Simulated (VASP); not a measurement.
# Bi (R-3m) in VASP: notebook

Bi is run at these levels: r2SCAN; tasks: relaxation of cell and atoms, single point.

All numbers are computed with VASP 6.6.1; they aren't measurements. Logs are shortened: lines on timing, memory, paths and dates and some standing lists are left out, and cuts for length are marked.

## (1) The cell of the first run

Symmetry: R-3m, No. 166, trigonal system. The conventional cell has a = 4.524 Å, b = 4.524 Å, c = 12.465 Å, α = 90.00°, β = 90.00°, γ = 120.00°. Within 4.0 Å of Bi (site symmetry 3m) lie 6 Bi at 3.07 to 3.65 Å.

## (2) Relaxation of cell and atoms, r2SCAN

File POSCAR:

```
Bi
1.0
    2.2619983293      1.3059653443      4.1548946584
   -2.2619983293      1.3059653443      4.1548946584
    0.0000000000     -2.6119306886      4.1548946584
Bi
2
Direct
    0.2310104616      0.2310104616      0.2310104616
    0.7689895384      0.7689895384      0.7689895384
```

File INCAR.step1:

```
PREC = Accurate ; ENCUT = 600
ISMEAR = 0 ; SIGMA = 0.01
LREAL = False ; LASPH = True
NELM = 60 ; GGA = PE
ALGO = Normal ; EDIFF = 1E-4
LWAVE = True ; LCHARG = False
```

File INCAR.step2:

```
PREC = Accurate ; ENCUT = 600
EDIFF = 1E-6 ; ISMEAR = 0
SIGMA = 0.01 ; LREAL = False
LASPH = True ; NELM = 60
ALGO = Normal ; ISIF = 3
LWAVE = False ; LCHARG = False
METAGGA = R2SCAN ; LMIXTAU = True
IBRION = 2 ; NSW = 100
EDIFFG = -0.01 ; ISTART = 1
```

File KPOINTS:

```
regular mesh
0
Gamma
  9 9 9
```

Potentials or basis: VASP PAW PBE potentials, release 64 (Bi_d).

On the command line:

```sh
$ cat potpaw_PBE.64/Bi_d/POTCAR > POTCAR
$ cp INCAR.step1 INCAR
$ mpirun -np 1 vasp_std > vasp.out
$ cp INCAR.step2 INCAR
$ mpirun -np 1 vasp_std > vasp.out
```

OUTCAR:

```text
PREC = Accurate
   ENCUT = 600
   EDIFF = 1E-6
   ISMEAR = 0
   LREAL = False
   LASPH = True
   NELM = 60
   ISIF = 3
   METAGGA = R2SCAN
   IBRION = 2
   NSW = 100
   EDIFFG = -0.01
   ISTART = 1

 ion  position               nearest neighbor table
   1  0.231  0.231  0.231-   2 3.07   2 3.07   2 3.07   2 3.65   2 3.65   2 3.65
   2  0.769  0.769  0.769-   1 3.07   1 3.07   1 3.07   1 3.65   1 3.65   1 3.65

  LATTYP: Found a trigonal (rhomboedric) cell.
 ALAT       =     4.9076808723
 COS(alpha) =     0.5751242675

  Lattice vectors:

 A1 = (   2.2619983293,   1.3059653443,   4.1548946584)
 A2 = (  -2.2619983293,   1.3059653443,   4.1548946584)
 A3 = (   0.0000000000,  -2.6119306886,   4.1548946584)

Analysis of symmetry for initial positions (statically):
=====================================================================
 Subroutine PRICEL returns:
 Original cell was already a primitive cell.

 Routine SETGRP: Setting up the symmetry group for a
 trigonal (rhombohedral) supercell.

 Subroutine GETGRP returns: Found 12 space group operations
 (whereof 12 operations were pure point group operations)
 out of a pool of 12 trial point group operations.

The static configuration has the point symmetry D_3d.

Analysis of symmetry for dynamics (positions and initial velocities):
=====================================================================
 Subroutine PRICEL returns:
 Original cell was already a primitive cell.

 Routine SETGRP: Setting up the symmetry group for a
 trigonal (rhombohedral) supercell.

 Subroutine GETGRP returns: Found 12 space group operations
 (whereof 12 operations were pure point group operations)
 out of a pool of 12 trial point group operations.

The dynamic configuration has the point symmetry D_3d.

 Subroutine INISYM returns: Found 12 space group operations
 (whereof 12 operations are pure point group operations),
 and found     1 'primitive' translations

----------------------------------------------------------------------------------------

                                     Primitive cell

  volume of cell :      73.6436

  direct lattice vectors                    reciprocal lattice vectors
     2.261998329  1.305965344  4.154894658     0.221043488  0.127619517  0.080226663
    -2.261998329  1.305965344  4.154894658    -0.221043488  0.127619517  0.080226663
     0.000000000 -2.611930689  4.154894658     0.000000000 -0.255239034  0.080226663

  length of vectors
     4.907680872  4.907680872  4.907680872     0.267550522  0.267550522  0.267550522

  position of ions in fractional coordinates (direct lattice)
     0.231010462  0.231010462  0.231010462
     0.768989538  0.768989538  0.768989538

  ion indices of the primitive-cell ions
   primitive index   ion index
                 1           1
                 2           2

----------------------------------------------------------------------------------------

 KPOINTS: regular mesh

Automatic generation of k-mesh.
 Grid dimensions read from file:
 generate k-points for:    9    9    9

 Generating k-lattice:

  Cartesian coordinates                     Fractional coordinates (reciprocal lattice)
     0.024560388  0.014179946  0.008914074     0.111111111 -0.000000000 -0.000000000
    -0.024560388  0.014179946  0.008914074    -0.000000000  0.111111111 -0.000000000
     0.000000000 -0.028359893  0.008914074    -0.000000000 -0.000000000  0.111111111

  Length of vectors
     0.029727836  0.029727836  0.029727836

  Shift w.r.t. Gamma in fractional coordinates (k-lattice)
     0.000000000  0.000000000  0.000000000

 Subroutine IBZKPT returns following result:
 ===========================================

 Found     85 irreducible k-points:

 Following reciprocal coordinates:
            Coordinates               Weight
  0.000000  0.000000  0.000000      1.000000
  0.111111 -0.000000 -0.000000      6.000000
  0.222222 -0.000000 -0.000000      6.000000
  0.333333 -0.000000 -0.000000      6.000000
  0.444444 -0.000000 -0.000000      6.000000
  0.111111  0.111111 -0.000000      6.000000
[... 16 lines left out ...]
 -0.333333  0.333333  0.000000      6.000000
  0.444444  0.444444 -0.000000      6.000000
 [... further k-points ...]
   k-points           NKPTS =     85   k-points in BZ     NKDIM =     85   number of bands    NBANDS=     19
   number of dos      NEDOS =    301   number of ions     NIONS =      2
   total plane-waves  NPLWV =  64000
   dimension x,y,z NGX =    40 NGY =   40 NGZ =   40
   dimension x,y,z NGXF=    80 NGYF=   80 NGZF=   80
   ions per type =               2
   NGX,Y,Z   is equivalent  to a cutoff of  13.55, 13.55, 13.55 a.u.
   NGXF,Y,Z  is equivalent  to a cutoff of  27.10, 27.10, 27.10 a.u.
 SYSTEM =  unknown system
   PREC   = accura    normal or accurate (medium, high low for compatibility)
   ISTART =      1    job   : 0-new  1-cont  2-samecut
   ICHARG =      0    charge: 1-file 2-atom 10-const
   ISPIN  =      1    spin polarized calculation?
   LNONCOLLINEAR =      F non collinear calculations
   LSORBIT =      F    spin-orbit coupling
   LASPH  =      T    aspherical Exc in radial PAW
   ENCUT  =  600.0 eV  44.10 Ry    6.64 a.u.   9.80  9.80  9.80*2*pi/ulx,y,z
   NELM   =     60;   NELMIN=  2; NELMDL=  0     # of ELM steps
   EDIFF  = 0.1E-05   stopping-criterion for ELM
   LREAL  =      F    real-space projection
   EDIFFG = -.1E-01   stopping-criterion for IOM
   NSW    =    100    number of steps for IOM
   IBRION =      2    ionic relax: 0-MD 1-quasi-New 2-CG
   NFREE  =      1    steps in history (QN), initial steepest desc. (CG)
   ISIF   =      3    stress and relaxation
   ISYM   =      2    0-nonsym 1-usesym 2-fastsym
   POTIM  = 0.5000    time-step for ionic-motion
   TEBEG  =    0.0;   TEEND  =   0.0 temperature during run
   PSTRESS=    0.0 pullay stress
   NELECT =      30.0000    total number of electrons
   NUPDOWN=      -1.0000    fix difference up-down
   EMIN   =  10.00;   EMAX   =-10.00  energy-range for DOS
   EFERMI =   0.00;   METHOD = LEGACY
   ISMEAR =     0;   SIGMA  =   0.01  broadening in eV -4-tet -1-fermi 0-gaus
   EFERMI_NEDOS =   21; number of points for ismear=-14 and -15
   IALGO  =     38    algorithm
   IMIX   =      4    mixing-type and parameters
     AMIX     =   0.40;   BMIX     =  1.00
     AMIX_MAG =   1.60;   BMIX_MAG =  1.00
  volume/ion in A,a.u.               =      36.82       248.49
  Fermi-wavevector in a.u.,A,eV,Ry     =   1.213585  2.293343 20.038503  1.472788
  Thomas-Fermi vector in A             =   2.349032
   LORBIT       =      0    0 simple, 1 ext, 2 COOP (PROOUT), +10 PAW based schemes
   METAGGA = R2SCAN    functional components
   LHFCALC =     F    Hartree Fock is set to
   AEXX    =    0.0000 exact exchange contribution
   IVDW    =     0    specifies the selected vdW correction
   LEPSILON=     F    determine dielectric tensor
   LRPA    =     F    only Hartree local field effects (RPA)
 conjugate gradient relaxation of ions
 non-spin polarized calculation
 Gauss-broadening in eV      SIGMA  =   0.01
  energy-cutoff  :      600.00
  volume of cell :       73.64
 maximum number of plane-waves:      2476
   NGX = 19   NGY = 19   NGZ = 19

--------------------------------------- Ionic step        1  -------------------------------------------

 number of electron      30.0000000 magnetization

 Free energy of the ion-electron system (eV)
  ---------------------------------------------------
  ext. energy  EPLUGINS =         0.00000000
  ---------------------------------------------------
  free energy    TOTEN  =      -117.00871772 eV

  energy without entropy =     -117.00862899  energy(sigma->0) =     -117.00867335

------------------------ aborting loop because EDIFF is reached ----------------------------------------

  FORCE on cell =-STRESS in cart. coord.  units (eV):
  Direction    XX          YY          ZZ          XY          YZ          ZX
  --------------------------------------------------------------------------------------
  -------------------------------------------------------------------------------------
  Total        0.0595623      0.0595623     -0.0107871      0.0000000     -0.0000000      0.0000000
  in kB        1.2958265      1.2958265     -0.2346820      0.0000000     -0.0000000      0.0000000
  external PRESSURE =       0.7856570 kB  Pullay stress =       0.0000000 kB
[... 165 lines left out ...]
  energy  without entropy=     -117.0095992082  energy(sigma->0) =     -117.00959927

--------------------------------------- Ionic step        6  -------------------------------------------

 number of electron      29.9999999 magnetization

 Free energy of the ion-electron system (eV)
  ---------------------------------------------------
  ext. energy  EPLUGINS =         0.00000000
  ---------------------------------------------------
  free energy    TOTEN  =      -117.00964618 eV

  energy without entropy =     -117.00964618  energy(sigma->0) =     -117.00964618

 E-fermi :   5.8355     XC(G=0):  -9.9866

 val. band max:        5.8027500168   @ k =   0.4444   0.3333   0.3333
 cond. band min:       5.8681703488   @ k =   0.4444  -0.0000  -0.0000
 fundamental gap:      0.0654203320
 Fermi energy:         5.8354578499

 k-point     1 :       0.0000    0.0000    0.0000
  band No.  band energies     occupation
      1     -17.7674      2.00000
      2     -17.7674      2.00000
      3     -17.6126      2.00000
      4     -17.6126      2.00000
      5     -17.5915      2.00000
      6     -17.4209      2.00000
[... 11 lines left out ...]
     18       8.7754      0.00000
     19      11.9678      0.00000
[... 489 lines left out ...]
      3     -17.6149      2.00000
      4     -17.5170      2.00000
      5     -17.5161      2.00000
      6     -17.4914      2.00000
[... 11 lines left out ...]
     18      11.4740      0.00000
     19      12.0210      0.00000

 [... further k-points ...]
[... 5 lines left out ...]
  --------------------------------------------------------------------------------------
  -------------------------------------------------------------------------------------
  Total        0.0042719      0.0042719     -0.0102603      0.0000000     -0.0000000      0.0000000
  in kB        0.0935407      0.0935407     -0.2246682      0.0000000     -0.0000000      0.0000000
  external PRESSURE =      -0.0125289 kB  Pullay stress =       0.0000000 kB
[... 17 lines left out ...]
  FREE ENERGIE OF THE ION-ELECTRON SYSTEM (eV)
  ---------------------------------------------------
  free  energy   TOTEN  =      -117.0096461798 eV

  energy  without entropy=     -117.0096461777  energy(sigma->0) =     -117.00964618

 reached required accuracy - stopping structural energy minimisation
```

Wall time 16 min (1 thread of Intel Xeon 6975P-C (Granite Rapids), shared host); peak memory 0.35 GiB.

Results:

```yaml
Free_energy: -117.0096 eV
Relaxed_volume: 36.58 Å³/atom
Relaxed_cell: a = 4.867 Å, b = 4.867 Å, c = 4.867 Å, α = 55.59°, β = 55.59°, γ = 55.59°
Space_group_after_relaxing_to_0.1_Å: R-3m (No. 166)
Energy_gained_by_relaxing: 0.5 meV/atom
Ionic_steps: 6
Pressure_after_relaxing: 0.0 GPa
Largest_force_after_relaxing: 0.009 eV/Å
```

Forces on the atoms (eV/Å):
```
Bi   0.000  0.000 -0.009
Bi   0.000  0.000  0.009
```

Step by step:
| step | energy change (eV) | largest force (eV/Å) | pressure (GPa) | volume (Å³) |
| --- | --- | --- | --- | --- |
| 1 | 0.0000 | 0.0471 | 0.08 | 73.64 |
| 2 | -0.0002 | 0.0101 | -0.10 | 73.84 |
| 3 | -0.0002 | 0.0069 | -0.10 | 73.84 |
| 4 | -0.0004 | 0.0056 | -0.08 | 73.71 |
| 5 | -0.0009 | 0.0055 | -0.03 | 73.33 |
| 6 | -0.0009 | 0.0095 | 0.00 | 73.17 |

Final structure:
```
CELL_PARAMETERS angstrom
2.26950 1.31030 4.10086
-2.26950 1.31030 4.10086
0.00000 -2.62060 4.10086
ATOMIC_POSITIONS crystal
Bi 0.23197 0.23197 0.23197
Bi 0.76803 0.76803 0.76803
```

Levels at points of the mesh, in eV from the Fermi level:
```csv
k point,band 11,band 12,band 13,band 14,band 15,band 16,band 17,band 18,band 19
"(0.00, 0.00, 0.00)",-13.50,-7.79,-1.71,-1.23,-1.23,2.37,2.94,2.94,6.13
```

Caveat: the PAW data sets were made with another functional, which shifts forces and pressure a little; spin-orbit coupling is left out, which moves the levels of the heavy elements.

## (3) Single point, r2SCAN

This run uses another cell than the first one, of 35.88 Å³/atom.

File POSCAR:

```
Bi
1.0
    2.2354450467      1.2906347995      4.1453648247
   -2.2354450467      1.2906347995      4.1453648247
    0.0000000000     -2.5812695989      4.1453648247
Bi
2
Direct
    0.2275400000      0.2275400000      0.2275400000
    0.7724600000      0.7724600000      0.7724600000
```

File INCAR.step1:

```
SYSTEM = Bi
ALGO = Normal
EDIFF = 1E-4
ENCUT = 520
GGA = PE
ISMEAR = 0
LASPH = .TRUE.
LCHARG = .FALSE.
LREAL = .FALSE.
LWAVE = .TRUE.
NBANDS = 22
NELM = 80
PREC = Accurate
SIGMA = 0.1
```

File INCAR.step2:

```
SYSTEM = Bi
ALGO = Normal
EDIFF = 1E-7
ENCUT = 520
ISIF = 2
ISMEAR = 0
ISTART = 1
LASPH = .TRUE.
LCHARG = .FALSE.
LMIXTAU = .TRUE.
LREAL = .FALSE.
LWAVE = .FALSE.
METAGGA = R2SCAN
NBANDS = 22
NELM = 80
PREC = Accurate
SIGMA = 0.1
```

File KPOINTS:

```
k-points
0
G
  6 6 6
  0 0 0
```

Potentials or basis: VASP PAW PBE potentials, release 64 (Bi_d).

On the command line:

```sh
$ cat potpaw_PBE.64/Bi_d/POTCAR > POTCAR
$ cp INCAR.step1 INCAR
$ mpirun -np 1 vasp_std > vasp.out
$ cp INCAR.step2 INCAR
$ mpirun -np 1 vasp_std > vasp.out
```

It took 5.5 min on 1 thread of Intel Xeon 8259CL, shared host; peak memory 0.23 GiB.

Results (log left out):

```
Free energy   : -116.9854 eV
Pressure      : 2.5 GPa
Largest force : 0.650 eV/Å
```

Forces in eV/Å, atoms in the order of the input:
```
Bi   0.000  0.000  0.650
Bi   0.000  0.000 -0.650
```

Stress tensor (GPa, compression positive):
```
2.68 0.00 0.00
0.00 2.68 0.00
0.00 0.00 2.11
```

Levels at points of the mesh, in eV from the Fermi level:
```csv
k point,band 11,band 12,band 13,band 14,band 15,band 16,band 17,band 18,band 19,band 20
"(0.00, 0.00, 0.00)",-13.73,-7.60,-1.66,-1.23,-1.23,2.04,2.98,2.98,6.53,6.60
"(0.50, 0.00, 0.00)",-11.76,-10.74,-2.01,-1.72,-0.32,0.00,0.97,1.77,7.48,8.47
"(0.50, 0.50, 0.00)",-11.80,-9.89,-4.65,-3.06,-2.94,2.32,5.11,6.13,6.89,9.59
"(0.50, 0.50, 0.50)",-12.86,-9.77,-0.85,-0.79,-0.79,1.25,1.25,1.38,6.91,9.71
```

Caveat: the PAW data sets were made with another functional, which shifts forces and pressure a little; spin-orbit coupling is left out, which moves the levels of the heavy elements.

(Continued in part 2 of 2.)
